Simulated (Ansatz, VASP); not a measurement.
**Na in VASP and in Ansatz**

```
Na
1.0
     6.45522    0.00000    0.00000
     0.00000    6.45522    0.00000
     0.00000    0.00000    6.45522
Na
8
Direct
  0.00000 0.00000 0.00000
  0.50000 0.50000 0.50000
  0.25000 0.00000 0.50000
  0.75000 0.00000 0.50000
  0.50000 0.25000 0.00000
  0.50000 0.75000 0.00000
  0.00000 0.50000 0.25000
  0.00000 0.50000 0.75000
```

Alike in both runs: functional LDA; k mesh 4 × 4 × 4; occupations fermi-dirac, width 0.1 eV; no spin polarisation.

Ansatz relaxed the structure, and its values are those at the end. VASP's run is a single point on that final structure, the one shown.

```csv
,VASP,Ansatz
version,VASP 6.6.1,Ansatz 0.2.0
potentials or method,"VASP PAW LDA potentials, release 64 (Na_pv), cutoff 520 eV","plane waves (420 eV) with PAW, scalar-relativistic"
valence electrons in the cell,56,72
```

```tsv
	VASP	Ansatz	Ansatz less VASP
pressure (GPa)	0.0	0.0	0.00
```

Ansatz warns that its potentials were made for another functional, while VASP's fit it. LDA's correlation is that of Perdew and Zunger in VASP and of Perdew and Wang (1992) in Ansatz. VASP's potentials hold 56 valence electrons a cell and Ansatz's 72, so a difference there can come from the potentials and not from the codes.
